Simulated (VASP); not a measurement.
# Cu3AgIr2Pd4Pt2 (P1) in VASP: notebook, part 2 of 2

VASP 6.6.1.

## (3) Relaxation of cell and atoms, PBE

Input file INCAR:

```
SYSTEM = Cu3AgIr2Pd4Pt2
ALGO = Normal
EDIFF = 1E-7
EDIFFG = -0.04
ENCUT = 600
GGA = PE
GGA_COMPAT = .FALSE.
IBRION = 2
ISIF = 3
ISMEAR = 0
ISYM = 0
LASPH = .TRUE.
LCHARG = .FALSE.
LREAL = .FALSE.
LWAVE = .FALSE.
NELM = 120
NELMIN = 4
NSW = 70
PREC = Accurate
SIGMA = 0.1
```

Input file KPOINTS:

```
Automatic mesh
0
Gamma
  3 3 2
  0 0 0.5
```

Input file POSCAR:

```
Cu3AgIr2Pd4Pt2
1.0
   -3.8797548200     -3.8797548200      0.0000000000
    0.0000000000      3.8797548200      3.8797548200
   -3.8797548200      3.8797548200     -3.8797548200
Cu Pd Ag Ir Pt
3 4 1 2 2
Direct
    0.9988399224      0.9937483973      0.9999696694
    0.4973357962      0.4989216742      0.9996389163
    0.3336476539      0.6714914847      0.6700662627
    0.6604606620      0.3288614995      0.3315353629
    0.9981017623      0.5010683753      0.0033915978
    0.6681618604      0.8345980571      0.3362359159
    0.1649330040      0.8329833661      0.3266277172
    0.8297734438      0.6597813193      0.6644779075
    0.3285386821      0.1695995661      0.6715917175
    0.1673571238      0.3414797538      0.3327268327
    0.4993682715      0.0016690941      0.9993849842
    0.8335127903      0.1629622017      0.6616485232
```

Potentials or basis: VASP PAW PBE potentials, release 64 (Cu, Pd, Ag, Ir, Pt).

Started as:

```bash
$ cat potpaw_PBE.64/Cu/POTCAR potpaw_PBE.64/Pd/POTCAR potpaw_PBE.64/Ag/POTCAR potpaw_PBE.64/Ir/POTCAR potpaw_PBE.64/Pt/POTCAR > POTCAR
$ mpirun -np 1 vasp_std > vasp.out
```

OUTCAR:

```text
SYSTEM = Cu3AgIr2Pd4Pt2
   EDIFF = 1E-7
   EDIFFG = -0.04
   ENCUT = 600
   GGA = PE
   IBRION = 2
   ISIF = 3
   ISMEAR = 0
   ISYM = 0
   LASPH = .TRUE.
   LREAL = .FALSE.
   NELM = 120
   NELMIN = 4
   NSW = 70
   PREC = Accurate

 ion  position               nearest neighbor table
   1  0.999  0.994  1.000-   7 2.69   5 2.70   9 2.71  11 2.72   2 2.73   6 2.75   2 2.75   8 2.76
                            11 2.76  12 2.77  10 2.78   5 2.79
   2  0.497  0.499  1.000-   9 2.70   3 2.73  10 2.73   1 2.73  11 2.73   4 2.74   5 2.74   5 2.75
                             8 2.75  11 2.75   1 2.75   6 2.77
   3  0.334  0.671  0.670-  11 2.71  12 2.72   2 2.73   8 2.73   9 2.74   9 2.75   6 2.75   5 2.75
                             8 2.76  10 2.76  12 2.77   7 2.79
   4  0.660  0.329  0.332-   7 2.72  11 2.72   5 2.73   6 2.73   8 2.73   2 2.74  10 2.74  12 2.74
                            10 2.75   6 2.75   7 2.77   9 2.78
   5  0.998  0.501  0.003-   7 2.68   1 2.70  10 2.71   4 2.73  11 2.74   2 2.74   2 2.75  11 2.75
                             3 2.75   8 2.76   1 2.79  12 2.80
   6  0.668  0.835  0.336-  12 2.69   8 2.72  10 2.73   7 2.73   4 2.73   3 2.75   1 2.75   4 2.75
                             7 2.76  10 2.76   2 2.77  11 2.77
   7  0.165  0.833  0.327-   5 2.68   1 2.69  10 2.70  11 2.71   4 2.72   6 2.73   6 2.76   4 2.77
                             8 2.77  10 2.78   3 2.79   9 2.82
   8  0.830  0.660  0.664-   9 2.72   6 2.72   3 2.73   4 2.73  12 2.74  12 2.75   2 2.75   3 2.76
                             1 2.76   5 2.76   9 2.77   7 2.77
   9  0.329  0.170  0.672-  12 2.70   2 2.70   1 2.71   8 2.72  11 2.73   3 2.74   3 2.75   8 2.77
                            10 2.77   4 2.78  12 2.79   7 2.82
  10  0.167  0.341  0.333-   7 2.70   5 2.71  12 2.72   6 2.73   2 2.73   4 2.74   4 2.75   3 2.76
                             6 2.76   9 2.77   1 2.78   7 2.78
  11  0.499  0.002  0.999-   3 2.71   7 2.71   4 2.72   1 2.72   9 2.73   2 2.73   5 2.74   5 2.75
                             2 2.75   1 2.76   6 2.77  12 2.77
  12  0.834  0.163  0.662-   6 2.69   9 2.70   3 2.72  10 2.72   8 2.74   4 2.74   8 2.75   3 2.77
                            11 2.77   1 2.77   9 2.79   5 2.80

IMPORTANT INFORMATION: All symmetrisations will be switched off!
NOSYMM: (Re-)initialisation of all symmetry stuff for point group C_1.

----------------------------------------------------------------------------------------

                                     Primitive cell

  volume of cell :     175.2000

  direct lattice vectors                    reciprocal lattice vectors
    -3.879754820 -3.879754820  0.000000000    -0.171832164 -0.085916082  0.085916082
     0.000000000  3.879754820  3.879754820    -0.085916082  0.085916082  0.171832164
    -3.879754820  3.879754820 -3.879754820    -0.085916082  0.085916082 -0.085916082

  length of vectors
     5.486801885  5.486801885  6.719932469     0.210450562  0.210450562  0.148811019

  position of ions in fractional coordinates (direct lattice)
     0.998839922  0.993748397  0.999969669
     0.497335796  0.498921674  0.999638916
     0.333647654  0.671491485  0.670066263
     0.660460662  0.328861500  0.331535363
     0.998101762  0.501068375  0.003391598
     0.668161860  0.834598057  0.336235916
     0.164933004  0.832983366  0.326627717
     0.829773444  0.659781319  0.664477908
     0.328538682  0.169599566  0.671591718
     0.167357124  0.341479754  0.332726833
     0.499368272  0.001669094  0.999384984
     0.833512790  0.162962202  0.661648523

  ion indices of the primitive-cell ions
   primitive index   ion index
                 1           1
                 2           2
                 3           3
                 4           4
                 5           5
                 6           6
                 7           7
                 8           8
                 9           9
[... 43 lines left out ...]
   total plane-waves  NPLWV = 124416
   dimension x,y,z NGX =    48 NGY =   48 NGZ =   54
   dimension x,y,z NGXF=    96 NGYF=   96 NGZF=  108
   ions per type =               3   4   1   2   2
   NGX,Y,Z   is equivalent  to a cutoff of  14.54, 14.54, 13.36 a.u.
   NGXF,Y,Z  is equivalent  to a cutoff of  29.09, 29.09, 26.72 a.u.
 SYSTEM =  Cu3AgIr2Pd4Pt2
   PREC   = accura    normal or accurate (medium, high low for compatibility)
   ISTART =      0    job   : 0-new  1-cont  2-samecut
   ICHARG =      2    charge: 1-file 2-atom 10-const
   ISPIN  =      1    spin polarized calculation?
   LNONCOLLINEAR =      F non collinear calculations
   LSORBIT =      F    spin-orbit coupling
   LASPH  =      T    aspherical Exc in radial PAW
   ENCUT  =  600.0 eV  44.10 Ry    6.64 a.u.  10.96 10.96 13.42*2*pi/ulx,y,z
   NELM   =    120;   NELMIN=  4; NELMDL= -5     # of ELM steps
   EDIFF  = 0.1E-06   stopping-criterion for ELM
   LREAL  =      F    real-space projection
   EDIFFG = -.4E-01   stopping-criterion for IOM
   NSW    =     70    number of steps for IOM
   IBRION =      2    ionic relax: 0-MD 1-quasi-New 2-CG
   NFREE  =      1    steps in history (QN), initial steepest desc. (CG)
   ISIF   =      3    stress and relaxation
   ISYM   =      0    0-nonsym 1-usesym 2-fastsym
   POTIM  = 0.5000    time-step for ionic-motion
   TEBEG  =    0.0;   TEEND  =   0.0 temperature during run
   PSTRESS=    0.0 pullay stress
   NELECT =     122.0000    total number of electrons
   NUPDOWN=      -1.0000    fix difference up-down
   EMIN   =  10.00;   EMAX   =-10.00  energy-range for DOS
   EFERMI =   0.00;   METHOD = LEGACY
   ISMEAR =     0;   SIGMA  =   0.10  broadening in eV -4-tet -1-fermi 0-gaus
   EFERMI_NEDOS =   21; number of points for ismear=-14 and -15
   IALGO  =     38    algorithm
   IMIX   =      4    mixing-type and parameters
     AMIX     =   0.40;   BMIX     =  1.00
     AMIX_MAG =   1.60;   BMIX_MAG =  1.00
  volume/ion in A,a.u.               =      14.60        98.53
  Fermi-wavevector in a.u.,A,eV,Ry     =   1.451053  2.742093 28.647830  2.105556
  Thomas-Fermi vector in A             =   2.568595
   LORBIT       =      0    0 simple, 1 ext, 2 COOP (PROOUT), +10 PAW based schemes
   GGA     = PE    functional components
   LHFCALC =     F    Hartree Fock is set to
   AEXX    =    0.0000 exact exchange contribution
   IVDW    =     0    specifies the selected vdW correction
   LEPSILON=     F    determine dielectric tensor
   LRPA    =     F    only Hartree local field effects (RPA)
 conjugate gradient relaxation of ions
 non-spin polarized calculation
 Gauss-broadening in eV      SIGMA  =   0.10
  energy-cutoff  :      600.00
  volume of cell :      175.20
 maximum number of plane-waves:      5851
 NGX is ok and might be reduce to    48
   NGX = 21   NGY = 21   NGZ = 27

--------------------------------------- Ionic step        1  -------------------------------------------

 number of electron     122.0000012 magnetization

 Free energy of the ion-electron system (eV)
  ---------------------------------------------------
  ext. energy  EPLUGINS =         0.00000000
  ---------------------------------------------------
  free energy    TOTEN  =       -64.10872066 eV

  energy without entropy =      -64.02204653  energy(sigma->0) =      -64.06538359

------------------------ aborting loop because EDIFF is reached ----------------------------------------

  FORCE on cell =-STRESS in cart. coord.  units (eV):
  Direction    XX          YY          ZZ          XY          YZ          ZX
  --------------------------------------------------------------------------------------
  -------------------------------------------------------------------------------------
  Total        0.5198306     -0.2102029     -0.3629437      0.1549521      0.3228005     -1.4494451
  in kB        4.7537722     -1.9222737     -3.3190653      1.4170134      2.9519612    -13.2549548
  external PRESSURE =      -0.1625223 kB  Pullay stress =       0.0000000 kB
[... 119 lines left out ...]
  FREE ENERGIE OF THE ION-ELECTRON SYSTEM (eV)
  ---------------------------------------------------
  free  energy   TOTEN  =       -64.3177594087 eV

  energy  without entropy=      -64.2381468202  energy(sigma->0) =      -64.27795311

[... ionic steps 4 to 12 ...]

--------------------------------------- Ionic step       13  -------------------------------------------

 number of electron     122.0000002 magnetization

------------------------ aborting loop because EDIFF is reached ----------------------------------------
[... 87 lines left out ...]
--------------------------------------- Ionic step       15  -------------------------------------------

 number of electron     122.0000002 magnetization

 Free energy of the ion-electron system (eV)
  ---------------------------------------------------
  ext. energy  EPLUGINS =         0.00000000
  ---------------------------------------------------
  free energy    TOTEN  =       -64.37960724 eV

  energy without entropy =      -64.30364553  energy(sigma->0) =      -64.34162639

 E-fermi :   8.7958     XC(G=0): -12.9900

 val. band max:        8.7792829050   @ k =   0.0000   0.0000   0.2500
 cond. band min:       8.8371864935   @ k =   0.3333   0.3333   0.2500
 fundamental gap:      0.0579035885
 Fermi energy:         8.7957708410

 k-point     1 :       0.0000    0.0000    0.2500
  band No.  band energies     occupation
      1       0.4992      2.00000
      2       2.2204      2.00000
      3       2.7020      2.00000
      4       2.8716      2.00000
      5       2.9443      2.00000
      6       3.0184      2.00000
[... 712 lines left out ...]
  FREE ENERGIE OF THE ION-ELECTRON SYSTEM (eV)
  ---------------------------------------------------
  free  energy   TOTEN  =       -64.3796072434 eV

  energy  without entropy=      -64.3036455319  energy(sigma->0) =      -64.34162639

 reached required accuracy - stopping structural energy minimisation
```

Run time: 88 min. Hardware: 1 thread of AMD EPYC 7R13, shared host; peak memory 0.44 GiB.

What came out:

```yaml
Free_energy: -64.3796 eV
Relaxed_volume: 14.63 Å³/atom
Relaxed_cell: a = 5.503 Å, b = 5.484 Å, c = 6.685 Å, α = 89.96°, β = 90.20°, γ = 119.52°
Space_group_after_relaxing_to_0.1_Å: P1 (No. 1)
Energy_gained_by_relaxing: 22.6 meV/atom
Ionic_steps: 15
Pressure_after_relaxing: 0.0 GPa
Largest_force_after_relaxing: 0.034 eV/Å
Band_gap_on_the_k_mesh: zero (bands 61 and 62 overlap by 0.50 eV)
```

Forces in eV/Å, atoms in the order of the input:
```
Cu  -0.004 -0.002 -0.006
Cu   0.003  0.002 -0.001
Cu  -0.003  0.009  0.013
Pd   0.020 -0.014 -0.001
Pd  -0.003  0.002 -0.006
Pd   0.008 -0.003 -0.003
Pd   0.002  0.013  0.007
Ag   0.006 -0.010  0.011
Ir   0.006  0.013  0.002
Ir  -0.016 -0.002 -0.030
Pt  -0.005  0.003 -0.009
Pt  -0.014 -0.011  0.022
```

Step by step:
| step | energy change (eV) | largest force (eV/Å) | pressure (GPa) | volume (Å³) |
| --- | --- | --- | --- | --- |
| 1 | 0.0000 | 1.1274 | -0.02 | 175.20 |
| 2 | -0.1820 | 0.5457 | -0.04 | 175.16 |
| 3 | -0.2090 | 0.4756 | 0.25 | 175.12 |
| 4 | -0.2487 | 0.1817 | -0.37 | 175.75 |
| 5 | -0.2549 | 0.2375 | -0.66 | 176.11 |
| 6 | -0.2583 | 0.1395 | 1.33 | 174.38 |
| 7 | -0.2605 | 0.1397 | 0.54 | 175.04 |
| 8 | -0.2660 | 0.1479 | 0.00 | 175.53 |
| 9 | -0.2661 | 0.1538 | -0.04 | 175.58 |
| 10 | -0.2688 | 0.0664 | -0.12 | 175.65 |
| 11 | -0.2691 | 0.1026 | -0.16 | 175.69 |
| 12 | -0.2703 | 0.0563 | 0.31 | 175.26 |
| 13 | -0.2703 | 0.0581 | 0.28 | 175.28 |
| 14 | -0.2707 | 0.0571 | -0.19 | 175.67 |
| 15 | -0.2709 | 0.0337 | -0.04 | 175.54 |

Final structure:
```xyz
12
Lattice="-3.8970 -3.8853 0.0288 -0.0153 3.8718 3.8838 -3.8494 3.8660 -3.8627" Properties=species:S:1:pos:R:3 pbc="T T T"
Cu   -0.0428    0.0278    0.0373
Cu   -1.9269    0.0113    1.9183
Cu   -3.8697    3.8671    0.0345
Pd   -3.8368   -0.0285    0.0081
Pd   -0.0461    1.9118    1.9140
Pd   -3.8305    1.8816    1.9796
Pd   -1.9347    3.8408    1.9482
Ag   -5.8655    1.9946    0.0367
Ir   -3.8704    1.9486   -1.8587
Ir   -1.9595    1.9672   -0.0773
Pt   -5.7353    5.7603    0.0767
Pt   -5.8173    0.0078   -1.8852
```

Caveat: the k points lie up to 0.47 Å⁻¹ apart in the final cell; spin-orbit coupling is left out, which moves the levels of the heavy elements.

## (4) Single point, PBE

This run uses another cell than the first one, of 14.69 Å³/atom.

Input file INCAR:

```
SYSTEM = Cu3AgIr2Pd4Pt2
PREC = Accurate
ENCUT = 600
EDIFF = 1E-6
ISMEAR = 0
SIGMA = 0.1
LREAL = .FALSE.
LASPH = .TRUE.
NELM = 120
ALGO = Normal
ISIF = 2
LWAVE = .FALSE.
LCHARG = .FALSE.
GGA = PE
ISYM = 0
NBANDS = 73
GGA_COMPAT = .FALSE.
```

Input file KPOINTS:

```
regular mesh
0
G
  4 4 3
  0 0 0
```

Input file POSCAR:

```
Cu3AgIr2Pd4Pt2
1.0
   -3.8911619964     -3.8747125321      0.0359152561
   -0.0332965564      3.8724627602      3.9075893757
   -3.8460247257      3.8653889050     -3.8672126792
Cu Pd Ag Ir Pt
3 4 1 2 2
Direct
    0.0093542923      0.0121348393      0.0030637722
    0.4894223556      0.4913376089      0.0012437387
    0.3329095129      0.6697245886      0.6669424061
    0.6585612822      0.3253496938      0.3282645156
    0.0066318984      0.4958275766      0.0049101842
    0.6612278103      0.8256488361      0.3200228643
    0.1672885611      0.8293130578      0.3294519971
    0.8326043883      0.6756869088      0.6775612739
    0.3346706793      0.1786633652      0.6624557001
    0.1609488943      0.3245341807      0.3512820493
    0.4942422336      0.9973137378      0.9847877255
    0.8321690645      0.1716303956      0.6673091806
```

Potentials or basis: VASP PAW PBE potentials, release 64 (Cu, Pd, Ag, Ir, Pt).

Started as:

```bash
$ cat potpaw_PBE.64/Cu/POTCAR potpaw_PBE.64/Pd/POTCAR potpaw_PBE.64/Ag/POTCAR potpaw_PBE.64/Ir/POTCAR potpaw_PBE.64/Pt/POTCAR > POTCAR
$ mpirun -np 1 vasp_std > vasp.out
```

OUTCAR:

```text
SYSTEM = Cu3AgIr2Pd4Pt2
   PREC = Accurate
   ENCUT = 600
   EDIFF = 1E-6
   ISMEAR = 0
   LREAL = .FALSE.
   LASPH = .TRUE.
   NELM = 120
   ISIF = 2
   GGA = PE
   ISYM = 0

 ion  position               nearest neighbor table
   1  0.009  0.012  0.003-   5 2.67   2 2.67   6 2.71  11 2.71   8 2.71   7 2.71  12 2.75  10 2.77
                             9 2.77  11 2.79   5 2.83
   2  0.489  0.491  0.001-   5 2.66   6 2.66   1 2.67   4 2.70   9 2.71   8 2.73  11 2.73   3 2.74
                            11 2.77  10 2.83   5 2.83
   3  0.333  0.670  0.667-  11 2.64  10 2.68   9 2.71   8 2.73   7 2.73   2 2.74   5 2.76   8 2.76
                            12 2.78  12 2.79   9 2.80   6 2.81
   4  0.659  0.325  0.328-   2 2.70   9 2.73  10 2.74   5 2.74  12 2.74   6 2.75   7 2.75   6 2.76
                            10 2.76  11 2.78   7 2.82   8 2.87
   5  0.007  0.496  0.005-   2 2.66   1 2.67   7 2.69   4 2.74  12 2.74   8 2.75   3 2.76  11 2.76
                            10 2.78  11 2.82   2 2.83   1 2.83
[... 2010 lines left out ...]
     73      15.3837      0.00000

 [... further k-points ...]

------------------------ aborting loop because EDIFF is reached ----------------------------------------

  FORCE on cell =-STRESS in cart. coord.  units (eV):
  Direction    XX          YY          ZZ          XY          YZ          ZX
  --------------------------------------------------------------------------------------
  -------------------------------------------------------------------------------------
  Total       -0.1736504     -0.1436198     -0.0288332      0.0200018     -0.0638517      0.1163596
  in kB       -1.5780344     -1.3051334     -0.2620196      0.1817644     -0.5802477      1.0574089
  external PRESSURE =      -1.0483958 kB  Pullay stress =       0.0000000 kB

 VOLUME and BASIS-vectors are now :
 -----------------------------------------------------------------------------
  energy-cutoff  :      600.00
  volume of cell :      176.31
      direct lattice vectors                 reciprocal lattice vectors
    -3.891161996 -3.874712532  0.035915256    -0.170611277 -0.085971836  0.083745229
    -0.033296556  3.872462760  3.907589376    -0.084202542  0.086134233  0.169834819
    -3.846024726  3.865388905 -3.867212679    -0.086666169  0.086235111 -0.086198397

 POSITION                                       TOTAL-FORCE (eV/Angst)
 -----------------------------------------------------------------------------------
     -0.04859      0.02259      0.03591        -0.013560     -0.006865      0.007907
     -1.92556      0.01112      1.93271         0.013940     -0.011058     -0.013052
     -3.88278      3.88155      0.04976        -0.011736      0.017351      0.001413
     -3.83592     -0.02296      0.02552         0.003055     -0.009684     -0.004418
     -0.06120      1.91336      1.91874         0.004202      0.004766     -0.002996
     -3.83125      1.87224      2.01245        -0.005227      0.004427      0.007717
     -1.94564      3.83675      1.97256         0.004629     -0.011624      0.002210
     -5.86821      2.00951      0.04994         0.001195     -0.002400      0.013296
     -3.85603      1.95576     -1.85169        -0.019004     -0.014969     -0.019382
     -1.98812      1.99096     -0.08456         0.023173      0.014188      0.029920
     -5.74390      5.75360      0.10646        -0.007803     -0.000030     -0.011354
     -5.81031      0.01963     -1.88008         0.007137      0.015898     -0.011261
 -----------------------------------------------------------------------------------
    total drift:                                0.000863     -0.001204      0.001113

  FREE ENERGIE OF THE ION-ELECTRON SYSTEM (eV)
  ---------------------------------------------------
  free  energy   TOTEN  =       -64.1706493784 eV

  energy  without entropy=      -64.1114414749  energy(sigma->0) =      -64.14104543
```

OSZICAR:

```text
N       E                     dE             d eps       ncg     rms          rms(c)
DAV:   1     0.145435526037E+04    0.14544E+04   -0.59762E+04  3796   0.234E+03
DAV:   2     0.150187008528E+03   -0.13042E+04   -0.12388E+04  3918   0.571E+02
DAV:   3    -0.520666161152E+02   -0.20225E+03   -0.17854E+03  4094   0.216E+02
DAV:   4    -0.709843787850E+02   -0.18918E+02   -0.17540E+02  5664   0.707E+01
[... 13 lines left out ...]
DAV:  18    -0.641706566732E+02    0.80498E-05   -0.11565E-04  5816   0.222E-01    0.294E-02
DAV:  19    -0.641706531773E+02    0.34959E-05   -0.37774E-05  5440   0.183E-01    0.155E-02
DAV:  20    -0.641706519420E+02    0.12353E-05   -0.10585E-05  4120   0.712E-02    0.133E-02
DAV:  21    -0.641706499418E+02    0.20002E-05   -0.26060E-06  2133   0.428E-02    0.790E-03
DAV:  22    -0.641706493784E+02    0.56340E-06   -0.98865E-07  2014   0.225E-02
   1 F= -.64170649E+02 E0= -.64141045E+02  d E =-.592079E-01
```

stdout:

```text
POSCAR found type information on POSCAR CuPdAgIrPt
 POSCAR found :  5 types and      12 ions
 scaLAPACK will be used
 LDA part: xc-table for (Slater+PW92), standard interpolation
 POSCAR, INCAR and KPOINTS ok, starting setup
 FFT: planning ... GRIDC
 FFT: planning ... GRID_SOFT
 FFT: planning ... GRID
 WAVECAR not read
 entering main loop
```

It took 13 min on 1 thread of AMD EPYC 7R13 (Zen 3), shared host; peak memory 0.59 GiB.

Results:

```yaml
Free_energy: -64.1706 eV
Pressure: -0.1 GPa
Largest_force: 0.040 eV/Å
Band_gap_on_the_k_mesh: zero (bands 61 and 62 overlap by 0.49 eV)
```

Forces on the atoms (eV/Å):
```
Cu  -0.014 -0.007  0.008
Cu   0.014 -0.011 -0.013
Cu  -0.012  0.017  0.001
Pd   0.003 -0.010 -0.004
Pd   0.004  0.005 -0.003
Pd  -0.005  0.004  0.008
Pd   0.005 -0.012  0.002
Ag   0.001 -0.002  0.013
Ir  -0.019 -0.015 -0.019
Ir   0.023  0.014  0.030
Pt  -0.008  0.000 -0.011
Pt   0.007  0.016 -0.011
```

Caveat: spin-orbit coupling is left out, which moves the levels of the heavy elements.

## (5) Summary

| task | cell | k mesh | gap on the mesh (eV) | pressure (GPa) | largest force (eV/Å) |
| --- | --- | --- | --- | --- | --- |
| single point | a = 5.504, b = 5.479, c = 6.686 Å, angles 89.9, 90.2, 119.5°, 12 atoms, atomic positions A | 3 × 3 × 2, shifted | none | 0.0 | 0.05 |
| relaxation of cell and atoms | relaxed from a = 5.487, b = 5.487, c = 6.720 Å, angles 90.0, 90.0, 120.0°, 12 atoms, atomic positions B | 3 × 3 × 2, shifted | none | 0.0 | 0.03 |
| single point | a = 5.491, b = 5.501, c = 6.685 Å, angles 90.0, 90.2, 119.2°, 12 atoms, atomic positions C | 4 × 4 × 3 | none | -0.1 | 0.04 |

Alike in all rows: level PBE; potentials or basis VASP PAW PBE potentials, release 64 (Cu, Pd, Ag, Ir, Pt); no spin polarisation; cutoff (eV) 600; smearing gaussian 0.1 eV.

Caveats: some runs use coarse meshes; spin-orbit coupling is left out, which moves the levels of the heavy elements.

Total energies depend on the potentials used, so only differences within one code and one set of settings carry meaning.
